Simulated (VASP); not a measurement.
# CoH4 (P4/mmm) in VASP: a series of runs, part 2 of 2

VASP 6.6.1. The steps go on from the part before.

## (3) Relaxation of cell and atoms, PBE

This run uses another cell than the first one, of 10.87 Å³/atom.

File INCAR:

```
SYSTEM = CoH4
ALGO = Normal
EDIFF = 1E-7
EDIFFG = -0.01
ENCUT = 600
GGA = PE
IBRION = 2
ISIF = 3
ISMEAR = 0
LASPH = .TRUE.
LCHARG = .FALSE.
LREAL = .FALSE.
LWAVE = .FALSE.
NELM = 100
NSW = 100
PREC = Accurate
SIGMA = 0.1
```

File KPOINTS:

```
k-points
0
G
  6 6 14
  0 0 0
```

File POSCAR:

```
CoH4
1.0
    4.8903074445      0.0000000000      0.0000000000
    0.0000000000      4.8903074445      0.0000000000
    0.0000000000      0.0000000000      2.2732426309
Co H
1 4
Direct
    0.5000000000      0.5000000000      0.5000000000
    0.6693896137      0.6693896137      0.0000000000
    0.3306103863      0.3306103863      0.0000000000
    0.3306103863      0.6693896137      0.0000000000
    0.6693896137      0.3306103863      0.0000000000
```

Potentials or basis: VASP PAW PBE potentials, release 64 (Co, H).

Launch:

```sh
cat potpaw_PBE.64/Co/POTCAR potpaw_PBE.64/H/POTCAR > POTCAR
mpirun -np 1 vasp_std > vasp.out
```

OUTCAR:

```text
SYSTEM = CoH4
   EDIFF = 1E-7
   EDIFFG = -0.01
   ENCUT = 600
   GGA = PE
   IBRION = 2
   ISIF = 3
   ISMEAR = 0
   LASPH = .TRUE.
   LREAL = .FALSE.
   NELM = 100
   NSW = 100
   PREC = Accurate

 ion  position               nearest neighbor table
   1  0.500  0.500  0.500-   2 1.63   3 1.63   4 1.63   5 1.63   2 1.63   3 1.63   4 1.63   5 1.63

   2  0.669  0.669  0.000-   1 1.63   1 1.63
[... 569 lines left out ...]
  Direction    XX          YY          ZZ          XY          YZ          ZX
  --------------------------------------------------------------------------------------
  -------------------------------------------------------------------------------------
  Total       -0.0033850     -0.0033850      0.0055541      0.0000000     -0.0000000      0.0000000
  in kB       -0.0998428     -0.0998428      0.1638234      0.0000000     -0.0000000      0.0000000
  external PRESSURE =      -0.0119540 kB  Pullay stress =       0.0000000 kB

 VOLUME and BASIS-vectors are now :
 -----------------------------------------------------------------------------
  energy-cutoff  :      600.00
  volume of cell :       54.32
      direct lattice vectors                 reciprocal lattice vectors
     4.889464473  0.000000000  0.000000000     0.204521376  0.000000000  0.000000000
     0.000000000  4.889464473  0.000000000     0.000000000  0.204521376 -0.000000000
     0.000000000  0.000000000  2.272093936     0.000000000 -0.000000000  0.440122648

 POSITION                                       TOTAL-FORCE (eV/Angst)
 -----------------------------------------------------------------------------------
      2.44473      2.44473      1.13605        -0.000000     -0.000000      0.000000
      3.27278      3.27278      2.27209         0.001695      0.001695      0.000000
      1.61669      1.61669      0.00000        -0.001695     -0.001695     -0.000000
      1.61669      3.27278      0.00000        -0.001695      0.001695      0.000000
      3.27278      1.61669      2.27209         0.001695     -0.001695     -0.000000
 -----------------------------------------------------------------------------------
    total drift:                               -0.000000     -0.000000     -0.000000

  FREE ENERGIE OF THE ION-ELECTRON SYSTEM (eV)
  ---------------------------------------------------
  free  energy   TOTEN  =       -19.1442427740 eV

  energy  without entropy=      -19.1377981979  energy(sigma->0) =      -19.14102049

 reached required accuracy - stopping structural energy minimisation
```

CONTCAR:

```text
CoH4
   1.00000000000000
     4.8894644729597978    0.0000000000000000    0.0000000000000000
     0.0000000000000000    4.8894644729597978    0.0000000000000000
     0.0000000000000000    0.0000000000000000    2.2720939356163941
  Co              H
     1     4
Direct
     0.5000000000000000    0.5000000000000000    0.5000000000000000
     0.6693531322113971    0.6693531322113971    1.0000000000000000
     0.3306468677886029    0.3306468677886029    0.0000000000000000
     0.3306468677886029    0.6693531322113971    0.0000000000000000
     0.6693531322113971    0.3306468677886029    1.0000000000000000

  0.00000000E+00  0.00000000E+00  0.00000000E+00
  0.00000000E+00  0.00000000E+00  0.00000000E+00
  0.00000000E+00  0.00000000E+00  0.00000000E+00
  0.00000000E+00  0.00000000E+00  0.00000000E+00
  0.00000000E+00  0.00000000E+00  0.00000000E+00
```

Run time: 86 s. Hardware: 1 thread of Intel Xeon 8259CL, shared host; peak memory 0.22 GiB.

What came out:

```
Free energy                           : -19.1442 eV
Relaxed volume                        : 10.86 Å³/atom
Relaxed cell                          : a = 4.889 Å, b = 4.889 Å, c = 2.272 Å, α = 90.00°, β = 90.00°, γ = 90.00°
Space group after relaxing (to 0.1 Å) : P4/mmm (No. 123)
Energy gained by relaxing             : 0.0 meV/atom
Ionic steps                           : 2
Pressure after relaxing               : 0.0 GPa
Band gap on the k mesh                : zero (an odd number of electrons rules out a gap without spin polarisation)
```

Forces on the atoms (eV/Å):
```
Co   0.000  0.000  0.000
H    0.002  0.002  0.000
H   -0.002 -0.002  0.000
H   -0.002  0.002  0.000
H    0.002 -0.002  0.000
```

Final structure:
```
CELL_PARAMETERS angstrom
4.88946 0.00000 0.00000
0.00000 4.88946 0.00000
0.00000 0.00000 2.27209
ATOMIC_POSITIONS crystal
Co 0.50000 0.50000 0.50000
H 0.66935 0.66935 0.00000
H 0.33065 0.33065 0.00000
H 0.33065 0.66935 0.00000
H 0.66935 0.33065 0.00000
```

Levels at points of the mesh, in eV from the Fermi level:
```tsv
k point	band 4	band 5	band 6	band 7	band 8	band 9
(0.00, 0.00, 0.00)	-3.25	-3.00	-1.43	-0.46	-0.46	4.73
(0.50, 0.00, 0.00)	-3.37	-2.84	-1.31	-0.46	-0.46	4.34
(0.50, 0.50, 0.00)	-3.54	-2.67	-1.22	-0.46	-0.46	2.96
(0.00, 0.00, 0.50)	-0.85	-0.55	-0.53	4.25	5.07	5.07
(0.50, 0.00, 0.50)	-0.86	-0.54	-0.44	3.94	4.38	5.27
(0.50, 0.50, 0.50)	-0.87	-0.51	-0.40	3.51	4.67	4.67
```

Caveat: the run has no spin polarisation, though such a crystal can be magnetic.
